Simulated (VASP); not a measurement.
# RbCl (Fm-3m) in VASP: a series of runs, part 2 of 2

VASP 6.6.1. The steps go on from the part before.

## 3. Single point, PBEsol

This run uses another cell than the first one, of 26.25 Å³/atom, 1.074 times its volume.

Contents of INCAR:

```
SYSTEM = RbCl
ALGO = Normal ; EDIFF = 1E-6
ENCUT = 500 ; GGA = PS
GGA_COMPAT = .False. ; ISIF = 2
ISMEAR = 0 ; LASPH = .True.
LCHARG = .True. ; LELF = .True.
LREAL = .False. ; LVHAR = .True.
LWAVE = .False. ; NBANDS = 15
NELM = 120 ; PREC = Accurate
SIGMA = 0.01
```

Contents of KPOINTS:

```
k-points
0
Gamma
  6 6 6
  0 0 0
```

Contents of POSCAR:

```
RbCl
1.0
    0.0000000000      2.9720188135      2.9720188135
    2.9720188135      0.0000000000      2.9720188135
    2.9720188135      2.9720188135      0.0000000000
Rb Cl
1 1
Direct
    0.0000000000      0.0000000000      0.0000000000
    0.5000000000      0.5000000000      0.5000000000
```

Potentials or basis: VASP PAW PBE potentials, release 64 (Rb_sv, Cl).

Command:

```console
> cat potpaw_PBE.64/Rb_sv/POTCAR potpaw_PBE.64/Cl/POTCAR > POTCAR
> mpirun -np 1 vasp_std > vasp.out
```

OUTCAR:

```text
SYSTEM = RbCl
   EDIFF = 1E-6
   ENCUT = 500
   GGA = PS
   ISIF = 2
   ISMEAR = 0
   LASPH = .True.
   LREAL = .False.
   NELM = 120
   PREC = Accurate

 ion  position               nearest neighbor table
   1  0.000  0.000  0.000-   2 2.97   2 2.97   2 2.97   2 2.97   2 2.97   2 2.97
   2  0.500  0.500  0.500-   1 2.97   1 2.97   1 2.97   1 2.97   1 2.97   1 2.97

  LATTYP: Found a face centered cubic cell.
 ALAT       =     5.9440376270

  Lattice vectors:

[... 466 lines left out ...]

  FORCE on cell =-STRESS in cart. coord.  units (eV):
  Direction    XX          YY          ZZ          XY          YZ          ZX
  --------------------------------------------------------------------------------------
  -------------------------------------------------------------------------------------
  Total        3.3188880      3.3188880      3.3188880      0.0000000      0.0000000      0.0000000
  in kB      101.2787952    101.2787952    101.2787952      0.0000000      0.0000000      0.0000000
  external PRESSURE =     101.2787952 kB  Pullay stress =       0.0000000 kB

 VOLUME and BASIS-vectors are now :
 -----------------------------------------------------------------------------
  energy-cutoff  :      500.00
  volume of cell :       52.50
      direct lattice vectors                 reciprocal lattice vectors
     0.000000000  2.972018814  2.972018814    -0.168235813  0.168235813  0.168235813
     2.972018814  0.000000000  2.972018814     0.168235813 -0.168235813  0.168235813
     2.972018814  2.972018814  0.000000000     0.168235813  0.168235813 -0.168235813

 POSITION                                       TOTAL-FORCE (eV/Angst)
 -----------------------------------------------------------------------------------
      0.00000      0.00000      0.00000         0.000000      0.000000      0.000000
      2.97202      2.97202      2.97202         0.000000      0.000000      0.000000
 -----------------------------------------------------------------------------------
    total drift:                                0.000000     -0.000000     -0.000000

  FREE ENERGIE OF THE ION-ELECTRON SYSTEM (eV)
  ---------------------------------------------------
  free  energy   TOTEN  =        -6.4755016935 eV

  energy  without entropy=       -6.4755016935  energy(sigma->0) =       -6.47550169
```

stdout:

```text
POSCAR found type information on POSCAR RbCl
 POSCAR found :  2 types and       2 ions
 scaLAPACK will be used
 -----------------------------------------------------------------------------
|                                                                             |
|                                                                             |
|     You enforced a specific xc type in the INCAR file but a different       |
|     I HOPE YOU KNOW WHAT YOU ARE DOING!                                     |
|                                                                             |
 -----------------------------------------------------------------------------

 LDA part: xc-table for (Slater+PW92), standard interpolation
 POSCAR, INCAR and KPOINTS ok, starting setup
 FFT: planning ... GRIDC
 FFT: planning ... GRID_SOFT
 FFT: planning ... GRID
 WAVECAR not read
 entering main loop
```

It took 7.5 s on 1 thread of Intel Xeon Platinum 8559C (Emerald Rapids), shared host; peak memory 0.17 GiB.

Results:

| Item | Value |
| --- | --- |
| Free energy | -6.4755 eV |
| Pressure | 10.1 GPa |
| Band gap on the k mesh | 5.54 eV, indirect (the least direct gap lies 4.8 meV higher) |

Caveat: the PAW data sets were made with another functional, which shifts forces and pressure a little. As with any semilocal functional, this PBEsol gap is likely too small.

## 4. Single point, PBEsol

This run uses another cell than the first one, of 27.75 Å³/atom, 1.136 times its volume.

Contents of INCAR:

```
SYSTEM = RbCl
PREC = Accurate
ENCUT = 500
EDIFF = 1E-6
ISMEAR = 0
SIGMA = 0.01
LREAL = .FALSE.
LASPH = .TRUE.
NELM = 120
ALGO = Normal
ISIF = 2
LWAVE = .FALSE.
LCHARG = .TRUE.
GGA = PS
LELF = .TRUE.
LVHAR = .TRUE.
NBANDS = 15
GGA_COMPAT = .FALSE.
```

Contents of KPOINTS:

```
regular mesh
0
G
  6 6 6
  0 0 0
```

Contents of POSCAR:

```
RbCl
1.0
    0.0000000000      3.0275370761      3.0275370761
    3.0275370761      0.0000000000      3.0275370761
    3.0275370761      3.0275370761      0.0000000000
Rb Cl
1 1
Direct
    0.0000000000      0.0000000000      0.0000000000
    0.5000000000      0.5000000000      0.5000000000
```

Command:

```console
> cat potpaw_PBE.64/Rb_sv/POTCAR potpaw_PBE.64/Cl/POTCAR > POTCAR
> mpirun -np 1 vasp_std > vasp.out
```

It took 9.5 s on 1 thread of Intel Xeon Platinum 8559C (Emerald Rapids), shared host; peak memory 0.17 GiB.

Results (log left out):

| Item | Value |
| --- | --- |
| Free energy | -6.6361 eV |
| Pressure | 7.1 GPa |
| Band gap on the k mesh | 5.68 eV, direct |

Levels at points of the mesh, in eV from the valence-band top:
```tsv
k point	band 6	band 7	band 8	band 9	band 10	band 11
(0.00, 0.00, 0.00)	0.00	0.00	0.00	5.68	7.89	7.89
(0.50, 0.00, 0.00)	-1.36	-0.66	-0.66	8.37	8.70	10.93
(0.50, 0.50, 0.00)	-0.19	-0.04	-0.04	5.68	9.13	10.47
```

Caveat: the PAW data sets were made with another functional, which shifts forces and pressure a little. A k mesh can miss the band edges.

## 5. Single point, PBEsol

This run uses another cell than the first one, of 29.85 Å³/atom, 1.222 times its volume.

Contents of INCAR:

```
SYSTEM = RbCl
PREC = Accurate
ENCUT = 500
EDIFF = 1E-6
ISMEAR = 0
SIGMA = 0.01
LREAL = .False.
LASPH = .True.
NELM = 120
ALGO = Normal
ISIF = 2
LWAVE = .False.
LCHARG = .True.
GGA = PS
LELF = .True.
LVHAR = .True.
NBANDS = 15
GGA_COMPAT = .False.
```

Contents of KPOINTS:

```
regular mesh
0
Gamma
  6 6 6
  0 0 0
```

Contents of POSCAR:

```
RbCl
1.0
    0.0000000000      3.1021975370      3.1021975370
    3.1021975370      0.0000000000      3.1021975370
    3.1021975370      3.1021975370      0.0000000000
Rb Cl
1 1
Direct
    0.0000000000      0.0000000000      0.0000000000
    0.5000000000      0.5000000000      0.5000000000
```

Potentials or basis: VASP PAW PBE potentials, release 64 (Rb_sv, Cl).

Command:

```console
> cat potpaw_PBE.64/Rb_sv/POTCAR potpaw_PBE.64/Cl/POTCAR > POTCAR
> mpirun -np 1 vasp_std > vasp.out
```

OUTCAR:

```text
SYSTEM = RbCl
   PREC = Accurate
   ENCUT = 500
   EDIFF = 1E-6
   ISMEAR = 0
   LREAL = .False.
   LASPH = .True.
   NELM = 120
   ISIF = 2
   GGA = PS

 ion  position               nearest neighbor table
   1  0.000  0.000  0.000-   2 3.10   2 3.10   2 3.10   2 3.10   2 3.10   2 3.10
   2  0.500  0.500  0.500-   1 3.10   1 3.10   1 3.10   1 3.10   1 3.10   1 3.10

  LATTYP: Found a face centered cubic cell.
 ALAT       =     6.2043950740

  Lattice vectors:

 A1 = (   0.0000000000,   3.1021975370,   3.1021975370)
 A2 = (   3.1021975370,   0.0000000000,   3.1021975370)
[... 463 lines left out ...]

  FORCE on cell =-STRESS in cart. coord.  units (eV):
  Direction    XX          YY          ZZ          XY          YZ          ZX
  --------------------------------------------------------------------------------------
  -------------------------------------------------------------------------------------
  Total        1.5040699      1.5040699      1.5040699      0.0000000      0.0000000      0.0000000
  in kB       40.3589887     40.3589887     40.3589887      0.0000000      0.0000000      0.0000000
  external PRESSURE =      40.3589887 kB  Pullay stress =       0.0000000 kB

 VOLUME and BASIS-vectors are now :
 -----------------------------------------------------------------------------
  energy-cutoff  :      500.00
  volume of cell :       59.71
      direct lattice vectors                 reciprocal lattice vectors
     0.000000000  3.102197537  3.102197537    -0.161176068  0.161176068  0.161176068
     3.102197537  0.000000000  3.102197537     0.161176068 -0.161176068  0.161176068
     3.102197537  3.102197537  0.000000000     0.161176068  0.161176068 -0.161176068

 POSITION                                       TOTAL-FORCE (eV/Angst)
 -----------------------------------------------------------------------------------
      0.00000      0.00000      0.00000        -0.000000     -0.000000     -0.000000
      3.10220      3.10220      3.10220         0.000000      0.000000      0.000000
 -----------------------------------------------------------------------------------
    total drift:                                0.000000     -0.000000     -0.000000

  FREE ENERGIE OF THE ION-ELECTRON SYSTEM (eV)
  ---------------------------------------------------
  free  energy   TOTEN  =        -6.7808905876 eV

  energy  without entropy=       -6.7808905876  energy(sigma->0) =       -6.78089059
```

stdout:

```text
POSCAR found type information on POSCAR RbCl
 POSCAR found :  2 types and       2 ions
 scaLAPACK will be used
 -----------------------------------------------------------------------------
|                                                                             |
|                                                                             |
|     You enforced a specific xc type in the INCAR file but a different       |
|     I HOPE YOU KNOW WHAT YOU ARE DOING!                                     |
|                                                                             |
 -----------------------------------------------------------------------------

 LDA part: xc-table for (Slater+PW92), standard interpolation
 POSCAR, INCAR and KPOINTS ok, starting setup
 FFT: planning ... GRIDC
 FFT: planning ... GRID_SOFT
 FFT: planning ... GRID
 WAVECAR not read
 entering main loop
```

It took 7.4 s on 1 thread of Intel Xeon Platinum 8559C (Emerald Rapids), shared host; peak memory 0.18 GiB.

Results:

| Item | Value |
| --- | --- |
| Free energy | -6.7809 eV |
| Pressure | 4.0 GPa |
| Band gap on the k mesh | 5.41 eV, direct |

Levels at points of the mesh, in eV from the valence-band top:
```
           k point  band 5  band 6  band 7  band 8  band 9  band 10  band 11  band 12
(0.00, 0.00, 0.00)   -7.57    0.00    0.00    0.00    5.41     7.92     7.92     7.92
(0.50, 0.00, 0.00)   -7.47   -1.20   -0.55   -0.55    8.15     8.46    10.69    10.69
(0.50, 0.50, 0.00)   -7.77   -0.26   -0.07   -0.07    5.84     8.76    10.35    10.54
```

Caveat: the PAW data sets were made with another functional, which shifts forces and pressure a little. A hybrid or GW would open this gap; PBEsol tends to underestimate it.

## 6. Overview

| cell | gap on the mesh (eV) | pressure (GPa) |
| --- | --- | --- |
| a = 4.104 Å, angles 60.0°, 2 atoms | 5.28 | 15.2 |
| a = 4.203 Å, angles 60.0°, 2 atoms | 5.54 | 10.1 |
| a = 4.282 Å, angles 60.0°, 2 atoms | 5.68 | 7.1 |
| a = 4.387 Å, angles 60.0°, 2 atoms | 5.41 | 4.0 |

Alike in all rows: task single point; level PBEsol; potentials or basis VASP PAW PBE potentials, release 64 (Rb_sv, Cl); no spin polarisation; k mesh 6 × 6 × 6; cutoff (eV) 500; smearing gaussian 0.01 eV.

Caveats: the PAW data sets were made with another functional, which shifts forces and pressure a little.

Absolute energies hang on the potentials; compare differences alone.
